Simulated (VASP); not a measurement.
# AlN (P6_3mc) in VASP: further runs

AlN is run at these levels: LDA; tasks: single point.

Program: VASP 6.6.1. These are calculated values, not measurements. Logs are shortened: lines on timing, memory, paths and dates and some standing lists are left out, and cuts for length are marked.

## 1. The cell of the first run

The structure is hexagonal, space group P6_3mc (No. 186). Conventional cell: a = 3.154 Å, b = 3.154 Å, c = 5.047 Å, α = 90.00°, β = 90.00°, γ = 120.00°. Within 2.5 Å of Al (site symmetry 3m) lie 4 N at 1.92 Å. N (site symmetry 3m) has 4 Al at 1.92 Å within 2.5 Å.

## 2. Single point, LDA

INCAR

```
SYSTEM = AlN
PREC = Accurate
ENCUT = 600
EDIFF = 1E-6
ISMEAR = 0
SIGMA = 0.01
LREAL = .FALSE.
LASPH = .TRUE.
NELM = 120
ALGO = Normal
ISIF = 2
LWAVE = .FALSE.
LCHARG = .FALSE.
NBANDS = 16
GGA_COMPAT = .FALSE.
```

KPOINTS

```
Automatic mesh
0
G
  7 7 4
  0 0 0
```

POSCAR

```
AlN
1.0
    3.1539652241      0.0000000000      0.0000000000
   -1.5769826120      2.7314140047      0.0000000000
    0.0000000000      0.0000000000      5.0465469904
Al N
2 2
Direct
    0.3333333333      0.6666666667      0.0000000000
    0.6666666667      0.3333333333      0.5000000000
    0.3333333333      0.6666666667      0.3800000000
    0.6666666667      0.3333333333      0.8800000000
```

Potentials or basis: VASP PAW LDA potentials, release 64 (Al, N).

Command:

```console
$ cat potpaw_LDA.64/Al/POTCAR potpaw_LDA.64/N/POTCAR > POTCAR
$ mpirun -np 1 vasp_std > vasp.out
```

OUTCAR:

```text
SYSTEM = AlN
   PREC = Accurate
   ENCUT = 600
   EDIFF = 1E-6
   ISMEAR = 0
   LREAL = .FALSE.
   LASPH = .TRUE.
   NELM = 120
   ISIF = 2

 ion  position               nearest neighbor table
   1  0.333  0.667  0.000-   3 1.92   4 1.92   4 1.92   4 1.92   2 3.11   2 3.11   2 3.11   2 3.11
                             2 3.11   2 3.11
   2  0.667  0.333  0.500-   4 1.92   3 1.92   3 1.92   3 1.92   1 3.11   1 3.11   1 3.11   1 3.11
                             1 3.11   1 3.11
   3  0.333  0.667  0.380-   1 1.92   2 1.92   2 1.92   2 1.92
   4  0.667  0.333  0.880-   2 1.92   1 1.92   1 1.92   1 1.92

  LATTYP: Found a hexagonal cell.
 ALAT       =     3.1539652241
 C/A-ratio  =     1.6000642467

  Lattice vectors:

 A1 = (   3.1539652241,   0.0000000000,   0.0000000000)
 A2 = (  -1.5769826120,   2.7314140047,   0.0000000000)
 A3 = (   0.0000000000,   0.0000000000,   5.0465469904)

Analysis of symmetry for initial positions (statically):
=====================================================================
 Subroutine PRICEL returns:
 Original cell was already a primitive cell.

 Routine SETGRP: Setting up the symmetry group for a
 hexagonal supercell.

 Subroutine GETGRP returns: Found 12 space group operations
 (whereof  6 operations were pure point group operations)
 out of a pool of 24 trial point group operations.

The static configuration has the point symmetry C_3v.
 The point group associated with its full space group is C_6v.

Analysis of symmetry for dynamics (positions and initial velocities):
=====================================================================
 Subroutine PRICEL returns:
 Original cell was already a primitive cell.

 Routine SETGRP: Setting up the symmetry group for a
 hexagonal supercell.

 Subroutine GETGRP returns: Found 12 space group operations
 (whereof  6 operations were pure point group operations)
 out of a pool of 24 trial point group operations.

The dynamic configuration has the point symmetry C_3v.
 The point group associated with its full space group is C_6v.

 Subroutine INISYM returns: Found 12 space group operations
 (whereof  6 operations are pure point group operations),
 and found     1 'primitive' translations

----------------------------------------------------------------------------------------

                                     Primitive cell

  volume of cell :      43.4749

  direct lattice vectors                    reciprocal lattice vectors
     3.153965224  0.000000000  0.000000000     0.317061200  0.183055370  0.000000000
    -1.576982612  2.731414005  0.000000000     0.000000000  0.366110739  0.000000000
     0.000000000  0.000000000  5.046546990     0.000000000  0.000000000  0.198155293

  length of vectors
     3.153965224  3.153965222  5.046546990     0.366110739  0.366110739  0.198155293

  position of ions in fractional coordinates (direct lattice)
     0.333333333  0.666666667  0.000000000
     0.666666667  0.333333333  0.500000000
     0.333333333  0.666666667  0.380000000
     0.666666667  0.333333333  0.880000000

  ion indices of the primitive-cell ions
   primitive index   ion index
                 1           1
                 2           2
                 3           3
                 4           4

----------------------------------------------------------------------------------------

 KPOINTS: Automatic mesh

Automatic generation of k-mesh.
 Grid dimensions read from file:
 generate k-points for:    7    7    4

 Generating k-lattice:

  Cartesian coordinates                     Fractional coordinates (reciprocal lattice)
     0.045294457  0.026150767  0.000000000     0.142857143  0.000000000  0.000000000
     0.000000000  0.052301534  0.000000000     0.000000000  0.142857143  0.000000000
     0.000000000  0.000000000  0.049538823     0.000000000  0.000000000  0.250000000

  Length of vectors
     0.052301534  0.052301534  0.049538823

  Shift w.r.t. Gamma in fractional coordinates (k-lattice)
     0.000000000  0.000000000  0.000000000

 Subroutine IBZKPT returns following result:
 ===========================================

 Found     24 irreducible k-points:

 Following reciprocal coordinates:
            Coordinates               Weight
  0.000000  0.000000  0.000000      1.000000
  0.142857 -0.000000  0.000000      6.000000
  0.285714 -0.000000  0.000000      6.000000
  0.428571 -0.000000  0.000000      6.000000
  0.142857  0.142857  0.000000      6.000000
  0.285714  0.142857  0.000000     12.000000
[... 16 lines left out ...]
  0.428571  0.142857  0.500000      6.000000
  0.285714  0.285714  0.500000      6.000000
   k-points           NKPTS =     24   k-points in BZ     NKDIM =     24   number of bands    NBANDS=     16
   number of dos      NEDOS =    301   number of ions     NIONS =      4
   total plane-waves  NPLWV =  31360
   dimension x,y,z NGX =    28 NGY =   28 NGZ =   40
   dimension x,y,z NGXF=    56 NGYF=   56 NGZF=   80
   ions per type =               2   2
   NGX,Y,Z   is equivalent  to a cutoff of  14.76, 14.76, 13.18 a.u.
   NGXF,Y,Z  is equivalent  to a cutoff of  29.52, 29.52, 26.35 a.u.
 SYSTEM =  AlN
   PREC   = accura    normal or accurate (medium, high low for compatibility)
   ISTART =      0    job   : 0-new  1-cont  2-samecut
   ICHARG =      2    charge: 1-file 2-atom 10-const
   ISPIN  =      1    spin polarized calculation?
   LNONCOLLINEAR =      F non collinear calculations
   LSORBIT =      F    spin-orbit coupling
   LASPH  =      T    aspherical Exc in radial PAW
   ENCUT  =  600.0 eV  44.10 Ry    6.64 a.u.   6.30  6.30 10.08*2*pi/ulx,y,z
   NELM   =    120;   NELMIN=  2; NELMDL= -5     # of ELM steps
   EDIFF  = 0.1E-05   stopping-criterion for ELM
   LREAL  =      F    real-space projection
   EDIFFG = 0.1E-04   stopping-criterion for IOM
   NSW    =      0    number of steps for IOM
   IBRION =     -1    ionic relax: 0-MD 1-quasi-New 2-CG
   NFREE  =      0    steps in history (QN), initial steepest desc. (CG)
   ISIF   =      2    stress and relaxation
   ISYM   =      2    0-nonsym 1-usesym 2-fastsym
   POTIM  = 0.5000    time-step for ionic-motion
   TEBEG  =    0.0;   TEEND  =   0.0 temperature during run
   PSTRESS=    0.0 pullay stress
   NELECT =      16.0000    total number of electrons
   NUPDOWN=      -1.0000    fix difference up-down
   EMIN   =  10.00;   EMAX   =-10.00  energy-range for DOS
   EFERMI =   0.00;   METHOD = LEGACY
   ISMEAR =     0;   SIGMA  =   0.01  broadening in eV -4-tet -1-fermi 0-gaus
   EFERMI_NEDOS =   21; number of points for ismear=-14 and -15
   IALGO  =     38    algorithm
   IMIX   =      4    mixing-type and parameters
     AMIX     =   0.40;   BMIX     =  1.00
     AMIX_MAG =   1.60;   BMIX_MAG =  1.00
  volume/ion in A,a.u.               =      10.87        73.35
  Fermi-wavevector in a.u.,A,eV,Ry     =   1.173191  2.217009 18.726735  1.376376
  Thomas-Fermi vector in A             =   2.309608
   LORBIT       =      0    0 simple, 1 ext, 2 COOP (PROOUT), +10 PAW based schemes
   GGA     = CA    functional components
   LHFCALC =     F    Hartree Fock is set to
   AEXX    =    0.0000 exact exchange contribution
   IVDW    =     0    specifies the selected vdW correction
   LEPSILON=     F    determine dielectric tensor
   LRPA    =     F    only Hartree local field effects (RPA)
 non-spin polarized calculation
 Gauss-broadening in eV      SIGMA  =   0.01
  energy-cutoff  :      600.00
  volume of cell :       43.47
 maximum number of plane-waves:      1466
 NGX is ok and might be reduce to    28
   NGX = 13   NGY = 13   NGZ = 21

 number of electron      16.0000000 magnetization

 Free energy of the ion-electron system (eV)
  ---------------------------------------------------
  ext. energy  EPLUGINS =         0.00000000
  ---------------------------------------------------
  free energy    TOTEN  =       -32.75049065 eV

  energy without entropy =      -32.75049065  energy(sigma->0) =      -32.75049065

 E-fermi :   5.5409     XC(G=0): -11.0722

 val. band max:        5.4855719723   @ k =   0.0000   0.0000   0.0000
 cond. band min:       9.3885555451   @ k =   0.0000   0.0000   0.0000
 fundamental gap:      3.9029835728
 Fermi energy:         5.5409357973

 k-point     1 :       0.0000    0.0000    0.0000
  band No.  band energies     occupation
      1      -9.2804      2.00000
      2      -7.1792      2.00000
      3      -0.3679      2.00000
      4       4.6678      2.00000
      5       4.6678      2.00000
      6       5.3156      2.00000
[... 8 lines left out ...]
     15      18.0641      0.00000
     16      18.0641      0.00000

 k-point     2 :       0.1429   -0.0000    0.0000
  band No.  band energies     occupation
      1      -9.0302      2.00000
      2      -7.0412      2.00000
      3      -0.0697      2.00000
      4       3.5826      2.00000
      5       4.2986      2.00000
      6       4.3688      2.00000
[... 8 lines left out ...]
     15      17.6741      0.00000
     16      17.9895      0.00000

 k-point     3 :       0.2857   -0.0000    0.0000
  band No.  band energies     occupation
      1      -8.3511      2.00000
      2      -6.7466      2.00000
      3       0.7706      2.00000
      4       1.6539      2.00000
      5       2.7020      2.00000
      6       3.8486      2.00000
[... 8 lines left out ...]
     15      16.9889      0.00000
     16      18.7198      0.00000

 k-point     4 :       0.4286   -0.0000    0.0000
  band No.  band energies     occupation
      1      -7.5428      2.00000
      2      -6.6421      2.00000
      3       0.3426      2.00000
      4       1.5648      2.00000
      5       1.9251      2.00000
      6       3.5073      2.00000
[... 8 lines left out ...]
     15      17.6840      0.00000
     16      20.0930      0.00000
[... 324 lines left out ...]
 k-point    22 :       0.2857    0.1429    0.5000
  band No.  band energies     occupation
      1      -7.2318      2.00000
      2      -7.2318      2.00000
      3       0.7095      2.00000
      4       0.7095      2.00000
      5       3.3241      2.00000
      6       3.3241      2.00000
[... 8 lines left out ...]
     15      18.1936      0.00000
     16      18.1936      0.00000

 k-point    23 :       0.4286    0.1429    0.5000
  band No.  band energies     occupation
      1      -6.9264      2.00000
      2      -6.9264      2.00000
      3       0.2076      2.00000
      4       0.2076      2.00000
      5       3.0423      2.00000
      6       3.0423      2.00000
[... 8 lines left out ...]
     15      18.6092      0.00000
     16      18.6092      0.00000

 k-point    24 :       0.2857    0.2857    0.5000
  band No.  band energies     occupation
      1      -6.8642      2.00000
      2      -6.8642      2.00000
      3       0.6176      2.00000
      4       0.6176      2.00000
      5       2.1177      2.00000
      6       2.1177      2.00000
[... 8 lines left out ...]
     15      18.5722      0.00000
     16      18.5722      0.00000

------------------------ aborting loop because EDIFF is reached ----------------------------------------

  FORCE on cell =-STRESS in cart. coord.  units (eV):
  Direction    XX          YY          ZZ          XY          YZ          ZX
  --------------------------------------------------------------------------------------
  -------------------------------------------------------------------------------------
  Total       -3.2363500     -3.2363500     -2.7265216     -0.0000000     -0.0000000      0.0000000
  in kB     -119.2689266   -119.2689264   -100.4802642     -0.0000000     -0.0000000      0.0000000
  external PRESSURE =    -113.0060391 kB  Pullay stress =       0.0000000 kB

 VOLUME and BASIS-vectors are now :
 -----------------------------------------------------------------------------
  energy-cutoff  :      600.00
  volume of cell :       43.47
      direct lattice vectors                 reciprocal lattice vectors
     3.153965224  0.000000000  0.000000000     0.317061200  0.183055370  0.000000000
    -1.576982612  2.731414005  0.000000000     0.000000000  0.366110739  0.000000000
     0.000000000  0.000000000  5.046546990     0.000000000  0.000000000  0.198155293

 POSITION                                       TOTAL-FORCE (eV/Angst)
 -----------------------------------------------------------------------------------
     -0.00000      1.82094      0.00000         0.000000     -0.000000     -0.091618
      1.57698      0.91047      2.52327        -0.000000     -0.000000     -0.091618
     -0.00000      1.82094      1.91769        -0.000000     -0.000000      0.091618
      1.57698      0.91047      4.44096         0.000000      0.000000      0.091618
 -----------------------------------------------------------------------------------
    total drift:                               -0.000000      0.000000      0.000271

  FREE ENERGIE OF THE ION-ELECTRON SYSTEM (eV)
  ---------------------------------------------------
  free  energy   TOTEN  =       -32.7504906470 eV

  energy  without entropy=      -32.7504906470  energy(sigma->0) =      -32.75049065
```

It took 18 s on 1 thread of AMD EPYC 7R43 (Zen 3), shared host; peak memory 0.12 GiB.

What came out:

```
Free energy            : -32.7505 eV
Pressure               : -11.3 GPa
Largest force          : 0.092 eV/Å
Band gap on the k mesh : 3.90 eV, direct
```

Forces in eV/Å, atoms in the order of the input:
```
Al   0.000  0.000 -0.092
Al   0.000  0.000 -0.092
N    0.000  0.000  0.092
N    0.000  0.000  0.092
```

Stress tensor (GPa, compression positive):
```
-11.93   0.00   0.00
  0.00 -11.93   0.00
  0.00   0.00 -10.05
```

Expect the measured gap to be larger: semilocal functionals such as LDA lack the derivative discontinuity.

(Continued in part 2 of 2.)
